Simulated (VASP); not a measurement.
## B6P8C (a cell with a defect): single point with PBEsol

The system is B6P8C (a cell with a defect).

```xyz
15
Lattice="0.0000 4.5202 4.5202 4.5202 0.0000 4.5202 4.5202 4.5202 0.0000" Properties=species:S:1:pos:R:3 pbc="T T T"
B     4.4961    0.0233    4.5026
B     6.7725    6.7575    4.5101
B     2.2588    0.0173    2.2572
B     6.7799    4.5123    6.7621
B     4.5403    6.7902    2.2921
B     4.5323    6.7863    6.7561
C     4.5234    4.4993    4.5192
P     1.1546    1.1204    1.1292
P     5.6377    5.6340    5.6602
P     3.3965    3.4171    1.1633
P     3.4054    3.4047    5.6429
P     3.4022    1.1453    3.3978
P     3.3629    5.6348    3.3832
P     1.1837    3.3782    3.3808
P     5.6914    3.3832    3.3646
```

| Quantity | Value |
| --- | --- |
| Program | VASP 6.6.1 |
| Task | single point |
| Functional | PBEsol |
| Potentials or basis | VASP PAW PBE potentials, release 64 (B, C, P) |
| Cutoff | 520 eV |
| k mesh | 2 × 2 × 2 |
| Occupations | fermi-dirac, width 0.05 eV |
| Spin | collinear spin |
| Starting moments | [0.0, 0.0, 0.0, 0.0, 0.0, 0.0, 0.286, 0.286, 0.286, 0.286, 0.286, 0.0, 0.286, 0.0, 0.286] μB |

* Pressure: -3.8 GPa
* Largest force: 1.327 eV/Å
* Band gap on the k mesh: zero (filled and empty bands overlap)
* Net moment: 0.00 μB per cell
* Valence electrons inside the program's atomic spheres: B 1.92, 1.96, 1.95, 1.98, 1.91, 1.94; C 2.32; P 2.50, 2.51, 2.52, 2.58, 2.46, 2.47 (each value once)

Forces on the atoms (eV/Å):
```
B    0.861 -0.619  0.410
B    0.395  0.293  0.256
B    0.323  0.223 -0.158
B    0.148 -0.222  0.193
B    0.116 -0.417 -0.582
B   -0.478  0.197  0.410
C    0.001  0.140 -0.822
P   -0.468  0.492 -0.248
P   -0.027 -0.057 -0.610
P    0.235 -0.221 -0.914
P    0.042 -0.345  0.205
P   -0.141 -0.105 -0.609
P    0.431  0.484  1.020
P   -1.232  0.397  0.294
P   -0.206 -0.241  1.156
```

Stress tensor (GPa, compression positive):
```
-3.78 -2.98  0.77
-2.98 -2.33 -0.25
 0.77 -0.25 -5.34
```

Levels at points of the mesh, in eV from the Fermi level:
Spin up:
| k point | band 28 | band 29 | band 30 | band 31 | band 32 | band 33 | band 34 | band 35 |
| --- | --- | --- | --- | --- | --- | --- | --- | --- |
| (0.00, 0.00, 0.00) | -1.78 | -1.58 | -0.71 | 0.31 | 0.51 | 0.59 | 0.66 | 0.82 |
| (0.50, 0.00, 0.00) | -2.78 | -2.40 | -2.38 | 0.06 | 0.35 | 0.48 | 1.38 | 1.45 |
| (0.00, 0.50, 0.00) | -2.78 | -2.46 | -2.31 | 0.09 | 0.33 | 0.47 | 1.43 | 1.44 |
| (0.00, 0.00, 0.50) | -2.56 | -2.01 | -1.73 | -0.11 | 0.18 | 0.77 | 1.48 | 1.67 |
| (0.50, 0.50, 0.50) | -2.53 | -2.14 | -1.95 | -0.04 | 0.23 | 0.80 | 1.39 | 1.50 |
| (0.50, 0.50, 0.00) | -2.94 | -2.80 | -2.76 | -0.77 | -0.24 | 0.69 | 1.04 | 2.80 |
| (0.00, 0.50, 0.50) | -3.02 | -2.96 | -2.68 | -0.41 | -0.40 | 0.77 | 0.93 | 2.53 |
| (0.50, 0.00, 0.50) | -3.01 | -2.95 | -2.93 | -0.43 | -0.22 | 0.72 | 0.85 | 2.48 |
Spin down:
```
           k point  band 28  band 29  band 30  band 31  band 32  band 33  band 34  band 35
(0.00, 0.00, 0.00)    -1.78    -1.58    -0.71     0.31     0.51     0.59     0.66     0.82
(0.50, 0.00, 0.00)    -2.78    -2.40    -2.38     0.06     0.35     0.48     1.38     1.45
(0.00, 0.50, 0.00)    -2.78    -2.46    -2.31     0.09     0.33     0.47     1.43     1.44
(0.00, 0.00, 0.50)    -2.56    -2.01    -1.73    -0.11     0.18     0.77     1.48     1.67
(0.50, 0.50, 0.50)    -2.53    -2.14    -1.95    -0.04     0.23     0.80     1.39     1.50
(0.50, 0.50, 0.00)    -2.94    -2.80    -2.76    -0.77    -0.24     0.69     1.04     2.80
(0.00, 0.50, 0.50)    -3.02    -2.96    -2.68    -0.41    -0.40     0.77     0.93     2.53
(0.50, 0.00, 0.50)    -3.01    -2.95    -2.93    -0.43    -0.22     0.72     0.85     2.48
```

Wall time 2.7 min on 1 thread of Intel(R) Xeon(R) Platinum 8488C (Sapphire Rapids) (shared host), peak memory 0.44 GiB.

Caveat: the k points lie up to 0.60 Å⁻¹ apart, too coarse for converged energies and pressures of a metal; the PAW data sets were made with another functional, which shifts forces and pressure a little.
